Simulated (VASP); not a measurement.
# Yb (Fm-3m) in VASP: a series of runs, part 3 of 3

VASP 6.6.1. The steps go on from the part before.

### 6 Single point, PBE, collinear spin, ferromagnetic start

This run uses another cell than the first one, of 35.62 Å³/atom.

File INCAR:

```
PREC = Accurate
ENCUT = 520
EDIFF = 1E-6
ISMEAR = -1
SIGMA = 0.05
LREAL = False
LASPH = True
NELM = 150
ALGO = Normal
ISIF = 2
LWAVE = False
LCHARG = False
ISPIN = 2
MAGMOM = 1
LORBIT = 11
LMAXMIX = 6
GGA = PE
NBANDS = 22
```

File KPOINTS:

```
Automatic mesh
0
Gamma
  17 17 17
```

File POSCAR:

```
Yb
1.0
    0.0000000000      2.6115834222      2.6115834222
    2.6115834222      0.0000000000      2.6115834222
    2.6115834222      2.6115834222      0.0000000000
Yb
1
Direct
    0.0000000000      0.0000000000      0.0000000000
```

Potentials or basis: VASP PAW PBE potentials, release 64 (Yb).

Started as:

```
$ cat potpaw_PBE.64/Yb/POTCAR > POTCAR
$ mpirun -np 1 vasp_std > vasp.out
```

OUTCAR:

```text
PREC = Accurate
   ENCUT = 520
   EDIFF = 1E-6
   ISMEAR = -1
   LREAL = False
   LASPH = True
   NELM = 150
   ISIF = 2
   ISPIN = 2
   LORBIT = 11
   GGA = PE

 ion  position               nearest neighbor table
   1  0.000  0.000  0.000-

  LATTYP: Found a face centered cubic cell.
 ALAT       =     5.2231668444

  Lattice vectors:

 A1 = (   0.0000000000,   2.6115834222,   2.6115834222)
 A2 = (   2.6115834222,   0.0000000000,   2.6115834222)
 A3 = (   2.6115834222,   2.6115834222,   0.0000000000)

Analysis of symmetry for initial positions (statically):
=====================================================================
 Subroutine PRICEL returns:
 Original cell was already a primitive cell.

 Routine SETGRP: Setting up the symmetry group for a
 face centered cubic supercell.

 Subroutine GETGRP returns: Found 48 space group operations
 (whereof 48 operations were pure point group operations)
 out of a pool of 48 trial point group operations.

The static configuration has the point symmetry O_h .

Analysis of symmetry for dynamics (positions and initial velocities):
[... 783 lines left out ...]
 spin component 2

 k-point     1 :       0.0000    0.0000    0.0000
  band No.  band energies     occupation
      1     -50.1036      1.00000
      2     -22.2864      1.00000
      3     -22.2864      1.00000
      4     -22.2864      1.00000
      5      -3.5740      1.00000
      6       1.1403      0.99995
[... 589 lines left out ...]
     21      15.2948      0.00000
     22      17.4225      0.00000

 [... further k-points ...]

------------------------ aborting loop because EDIFF is reached ----------------------------------------

  FORCE on cell =-STRESS in cart. coord.  units (eV):
  Direction    XX          YY          ZZ          XY          YZ          ZX
  --------------------------------------------------------------------------------------
  -------------------------------------------------------------------------------------
  Total        0.1392132      0.1392132      0.1392132     -0.0000000     -0.0000000     -0.0000000
  in kB        6.2610822      6.2610822      6.2610822     -0.0000000     -0.0000000     -0.0000000
  external PRESSURE =       6.2610822 kB  Pullay stress =       0.0000000 kB

 VOLUME and BASIS-vectors are now :
 -----------------------------------------------------------------------------
  energy-cutoff  :      520.00
  volume of cell :       35.62
      direct lattice vectors                 reciprocal lattice vectors
     0.000000000  2.611583422  2.611583422    -0.191454730  0.191454730  0.191454730
     2.611583422  0.000000000  2.611583422     0.191454730 -0.191454730  0.191454730
     2.611583422  2.611583422  0.000000000     0.191454730  0.191454730 -0.191454730

 POSITION                                       TOTAL-FORCE (eV/Angst)
 -----------------------------------------------------------------------------------
      0.00000      0.00000      0.00000         0.000000      0.000000     -0.000000
 -----------------------------------------------------------------------------------
    total drift:                               -0.000000     -0.000000     -0.000000

  FREE ENERGIE OF THE ION-ELECTRON SYSTEM (eV)
  ---------------------------------------------------
  free  energy   TOTEN  =        -3.5717594839 eV

  energy  without entropy=       -3.5592197329  energy(sigma->0) =       -3.56548961

 total charge

# of ion       s       p       d       f       tot
--------------------------------------------------
    1        2.225   5.990   0.272  13.612  22.098

 magnetization (x)

# of ion       s       p       d       f       tot
--------------------------------------------------
    1        0.000   0.000   0.000  -0.000  -0.000
```

stdout:

```text
POSCAR found type information on POSCAR Yb
 POSCAR found :  1 types and       1 ions
 scaLAPACK will be used
 LDA part: xc-table for (Slater+PW92), standard interpolation
 POSCAR, INCAR and KPOINTS ok, starting setup
 FFT: planning ... GRIDC
 FFT: planning ... GRID_SOFT
 FFT: planning ... GRID
 WAVECAR not read
 entering main loop
```

Run time: 8.6 min. Hardware: 1 thread of Intel Xeon 6975P-C (Granite Rapids), shared host; peak memory 0.37 GiB.

What came out:

| Quantity | Value |
| --- | --- |
| Free energy | -3.5718 eV |
| Pressure | 0.6 GPa |
| Band gap on the k mesh | zero (filled and empty bands overlap) |
| Net moment | 0.00 μB per cell |
| Valence electrons inside the program's atomic spheres | Yb 22.10 |

Levels at points of the mesh, in eV from the Fermi level:
Spin up:
```tsv
k point	band 9	band 10	band 11	band 12	band 13	band 14	band 15	band 16
(0.00, 0.00, 0.00)	-0.40	-0.31	-0.31	-0.31	2.84	2.84	2.84	4.99
```
Spin down:
```tsv
k point	band 8	band 9	band 10	band 11	band 12	band 13	band 14	band 15	band 16	band 17
(0.00, 0.00, 0.00)	-0.40	-0.40	-0.31	-0.31	-0.31	2.84	2.84	2.84	4.99	4.99
```

Caveat: spin-orbit coupling is left out, which moves the levels of the heavy elements.

### 7 Single point, PBE, collinear spin, ferromagnetic start (37.05 Å³/atom)

This run uses another cell than the first one, of 37.05 Å³/atom.

File INCAR:

```
SYSTEM = Yb
PREC = Accurate
ENCUT = 520
EDIFF = 1E-7
ISMEAR = -1
SIGMA = 0.05
LREAL = .False.
LASPH = .True.
NELM = 150
ALGO = Normal
ISIF = 2
LWAVE = .False.
LCHARG = .False.
ISPIN = 2
MAGMOM = 1
LORBIT = 11
LMAXMIX = 6
GGA = PE
NBANDS = 22
```

File KPOINTS:

```
regular mesh
0
Gamma
  17 17 17
  0 0 0
```

File POSCAR:

```
Yb
1.0
    0.0000000000      2.6459503031      2.6459503031
    2.6459503031      0.0000000000      2.6459503031
    2.6459503031      2.6459503031      0.0000000000
Yb
1
Direct
    0.0000000000      0.0000000000      0.0000000000
```

Potentials or basis: VASP PAW PBE potentials, release 64 (Yb).

Started as:

```
$ cat potpaw_PBE.64/Yb/POTCAR > POTCAR
$ mpirun -np 1 vasp_std > vasp.out
```

OUTCAR:

```text
SYSTEM = Yb
   PREC = Accurate
   ENCUT = 520
   EDIFF = 1E-7
   ISMEAR = -1
   LREAL = .False.
   LASPH = .True.
   NELM = 150
   ISIF = 2
   ISPIN = 2
   LORBIT = 11
   GGA = PE

 ion  position               nearest neighbor table
   1  0.000  0.000  0.000-

  LATTYP: Found a face centered cubic cell.
 ALAT       =     5.2919006062

  Lattice vectors:

 A1 = (   0.0000000000,   2.6459503031,   2.6459503031)
 A2 = (   2.6459503031,   0.0000000000,   2.6459503031)
 A3 = (   2.6459503031,   2.6459503031,   0.0000000000)

Analysis of symmetry for initial positions (statically):
=====================================================================
 Subroutine PRICEL returns:
[... 1405 lines left out ...]
  Total       -0.2683731     -0.2683731     -0.2683731      0.0000000      0.0000000      0.0000000
  in kB      -11.6057870    -11.6057870    -11.6057870      0.0000000      0.0000000      0.0000000
  external PRESSURE =     -11.6057870 kB  Pullay stress =       0.0000000 kB

 VOLUME and BASIS-vectors are now :
 -----------------------------------------------------------------------------
  energy-cutoff  :      520.00
  volume of cell :       37.05
      direct lattice vectors                 reciprocal lattice vectors
     0.000000000  2.645950303  2.645950303    -0.188968024  0.188968024  0.188968024
     2.645950303  0.000000000  2.645950303     0.188968024 -0.188968024  0.188968024
     2.645950303  2.645950303  0.000000000     0.188968024  0.188968024 -0.188968024

 POSITION                                       TOTAL-FORCE (eV/Angst)
 -----------------------------------------------------------------------------------
      0.00000      0.00000      0.00000         0.000000     -0.000000     -0.000000
 -----------------------------------------------------------------------------------
    total drift:                               -0.000000     -0.000000     -0.000000

  FREE ENERGIE OF THE ION-ELECTRON SYSTEM (eV)
  ---------------------------------------------------
  free  energy   TOTEN  =        -3.5670403337 eV

  energy  without entropy=       -3.5538459238  energy(sigma->0) =       -3.56044313

 total charge

# of ion       s       p       d       f       tot
--------------------------------------------------
    1        2.221   5.987   0.253  13.623  22.083

 magnetization (x)

# of ion       s       p       d       f       tot
--------------------------------------------------
    1       -0.000   0.000   0.000  -0.000  -0.000
```

OSZICAR:

```text
N       E                     dE             d eps       ncg     rms          rms(c)
DAV:   1     0.127378617224E+03    0.12738E+03   -0.79229E+03 20706   0.721E+03
DAV:   2     0.125718483651E+02   -0.11481E+03   -0.10938E+03 19974   0.721E+02
DAV:   3    -0.823486373090E+00   -0.13395E+02   -0.13197E+02 20274   0.103E+02
DAV:   4    -0.345858825419E+01   -0.26351E+01   -0.26190E+01 27612   0.313E+01
[... 13 lines left out ...]
DAV:  72    -0.356704120998E+01   -0.15526E-05   -0.28506E-06 26356   0.450E-02    0.153E-02
DAV:  73    -0.356704096943E+01    0.24055E-06   -0.11715E-07 15898   0.965E-03    0.149E-02
DAV:  74    -0.356704031113E+01    0.65830E-06   -0.27823E-07  9522   0.158E-02    0.117E-02
DAV:  75    -0.356704033374E+01   -0.22608E-07   -0.86343E-07 14782   0.268E-02
   1 F= -.35670403E+01 E0= -.35604431E+01  d E =-.131944E-01  mag=    -0.0000
```

stdout:

```text
POSCAR found type information on POSCAR Yb
 POSCAR found :  1 types and       1 ions
 scaLAPACK will be used
 LDA part: xc-table for (Slater+PW92), standard interpolation
 POSCAR, INCAR and KPOINTS ok, starting setup
 FFT: planning ... GRIDC
 FFT: planning ... GRID_SOFT
 FFT: planning ... GRID
 WAVECAR not read
 entering main loop
```

Wall time 11 min (1 thread of Intel Xeon 6975P-C (Granite Rapids), shared host); peak memory 0.41 GiB.

Results:

```yaml
Free_energy: -3.5670 eV
Pressure: -1.2 GPa
Band_gap_on_the_k_mesh: zero (filled and empty bands overlap)
Net_moment: 0.00 μB per cell
Valence_electrons_inside_the_program's_atomic_spheres: Yb 22.08
```

Levels at points of the mesh, in eV from the Fermi level:
Spin up:
| k point | band 8 | band 9 | band 10 | band 11 | band 12 | band 13 | band 14 | band 15 | band 16 | band 17 |
| --- | --- | --- | --- | --- | --- | --- | --- | --- | --- | --- |
| (0.00, 0.00, 0.00) | -0.39 | -0.39 | -0.30 | -0.30 | -0.30 | 2.81 | 2.81 | 2.81 | 4.86 | 4.86 |
Spin down:
| k point | band 10 | band 11 | band 12 | band 13 | band 14 | band 15 |
| --- | --- | --- | --- | --- | --- | --- |
| (0.00, 0.00, 0.00) | -0.30 | -0.30 | -0.30 | 2.81 | 2.81 | 2.81 |

Caveat: spin-orbit coupling is left out, which moves the levels of the heavy elements.

### 8 Summary

```tsv
spin	cell	smearing	gap on the mesh (eV)	pressure (GPa)	moment (μB)
off	a = 3.747 Å, angles 60.0°, 1 atom	fermi-dirac 0.1 eV	none	-1.0	-
off	a = 3.795 Å, angles 60.0°, 1 atom	fermi-dirac 0.1 eV	none	-1.1	-
off	a = 3.841 Å, angles 60.0°, 1 atom	fermi-dirac 0.1 eV	none	-1.4	-
collinear, ferromagnetic start	a = 3.643 Å, angles 60.0°, 1 atom	fermi-dirac 0.05 eV	none	-0.2	0.00
collinear, ferromagnetic start	a = 3.693 Å, angles 60.0°, 1 atom	fermi-dirac 0.05 eV	none	0.6	0.00
collinear, ferromagnetic start	a = 3.742 Å, angles 60.0°, 1 atom	fermi-dirac 0.05 eV	none	-1.2	0.00
```

Alike in all rows: task single point; level PBE; potentials or basis VASP PAW PBE potentials, release 64 (Yb); k mesh 17 × 17 × 17; cutoff (eV) 520.

Caveats: spin-orbit coupling is left out, which moves the levels of the heavy elements.

Absolute energies hang on the potentials; compare differences alone.
